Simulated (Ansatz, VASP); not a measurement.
EuS in VASP and in Ansatz

INCAR

```
SYSTEM = EuS
ALGO     = Normal         ! electronic algorithm
EDIFF    = 1E-6           ! SCF threshold, eV
ENCUT    = 600            ! plane-wave cutoff, eV
GGA      = PE             ! functional
GGA_COMPAT= .FALSE.      
ISIF     = 2              ! what is computed and relaxed
ISMEAR   = 0              ! smearing method
ISPIN    = 2              ! spin polarisation
LASPH    = .TRUE.         ! aspherical terms in the spheres
LCHARG   = .TRUE.         ! write CHGCAR
LDAU     = .TRUE.         ! DFT+U
LDAUJ    = 0 0          
LDAUL    = 3 -1           ! shell
LDAUPRINT= 1            
LDAUTYPE = 2            
LDAUU    = 6 0            ! U, eV
LELF     = .TRUE.         ! ELF
LMAXMIX  = 6              ! l up to which the mixer works
LORBIT   = 11             ! projections on sites
LREAL    = .FALSE.        ! projectors in reciprocal space
LVHAR    = .TRUE.       
LWAVE    = .FALSE.        ! write WAVECAR
MAGMOM   = 7 0            ! initial moments
NBANDS   = 22             ! bands
NELM     = 200            ! most SCF steps
PREC     = Accurate       ! precision mode
SIGMA    = 0.05           ! smearing width, eV
```

The input KPOINTS:

```
k-points
0
G
  4 4 4
  0 0 0
```

Contents of POSCAR:

```
EuS
1.0
    0.0000000000      2.9785018670      2.9785018670
    2.9785018670      0.0000000000      2.9785018670
    2.9785018670      2.9785018670      0.0000000000
Eu S
1 1
Direct
    0.5000000000      0.5000000000      0.5000000000
    0.0000000000      0.0000000000      0.0000000000
```

Input for Ansatz:

```yaml
crystal:
  lattice:
    - [0.0, 2.978501867, 2.978501867]
    - [2.978501867, 0.0, 2.978501867]
    - [2.978501867, 2.978501867, 0.0]
  atoms:
    - { symbol: Eu, position: [0.5, 0.5, 0.5], spin: 7.0 }
    - { symbol: S, position: [0.0, 0.0, 0.0] }
basis:
  ecutwfc: 420
  ecutrho_ratio: 4
kpoints:
  mp_grid: { grid: [4, 4, 4] }
hamiltonian:
  xc: pbe
  hubbard: { sites: [{ species: Eu, l: f, u_eff: 6.0 }] }
scf:
  occupations: { method: gaussian, width: 0.05 }
output:
  forces: true
  stress: true
  eigenvalues: true
  populations: true
  hubbard: { sites: [{ species: Eu, l: f }] }
magnetization:
  spin_polarized: true
```

Alike in both runs: task single point; functional PBE; k mesh 4 × 4 × 4; occupations gaussian, width 0.05 eV; collinear spin; Hubbard terms Eu f U = 6.0 eV.

```csv
,VASP,Ansatz
version,VASP 6.6.1,Ansatz 0.2.0
potentials or method,"VASP PAW PBE potentials, release 64 (Eu, S), cutoff 600 eV","scalar-relativistic, plane waves, PAW"
valence electrons in the cell,23,23
```

```csv
,VASP,Ansatz,Ansatz less VASP
gap on the k mesh at the Fermi level (eV),0.41,0.70,+0.283
least direct gap on the mesh (eV),0.68,1.11,+0.431
pressure (GPa),1.3,0.9,-0.31
net moment per atom (μB),3.50,3.50,0.000
size of the moment on the site where the two differ most (μB),6.72,6.86,+0.143
```

Site moments also hang on the region over which each program counts them. The programs project onto different local orbitals, so the same U acts differently, and such runs can settle in different states. Ansatz's warnings: stability check not made.

The k mesh is coarse, so the values compare programs but aren't converged. Spin-orbit coupling is off throughout.
